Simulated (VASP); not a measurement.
Here is a VASP 6.6.1 calculation.

INCAR

```
SYSTEM = Hf2H
ALGO = Normal
EDIFF = 1E-6
ENCUT = 520
GGA = PE
ISIF = 2
ISMEAR = 0
LASPH = .TRUE.
LCHARG = .FALSE.
LREAL = .FALSE.
LWAVE = .FALSE.
NBANDS = 18
NELM = 60
PREC = Accurate
SIGMA = 0.1
```

File KPOINTS:

```
k-points
0
G
  6 6 6
  0 0 0
```

The input POSCAR:

```
Hf2H
1.0
    0.0000000000      3.2253812263      3.2253812263
    3.2253812263      0.0000000000      3.2253812263
    3.2253812263      3.2253812263      0.0000000000
Hf H
2 1
Direct
    0.0000000000      0.0000000000      0.0000000000
    0.2500000000      0.2500000000      0.2500000000
    0.5000000000      0.5000000000      0.5000000000
```

Potentials or basis: VASP PAW PBE potentials, release 64 (Hf_pv, H).

The run is started by

```sh
$ cat potpaw_PBE.64/Hf_pv/POTCAR potpaw_PBE.64/H/POTCAR > POTCAR
$ mpirun -np 1 vasp_std > vasp.out
```

(1) What does it give for the pressure?

## Answers

(1) -0.2 GPa.
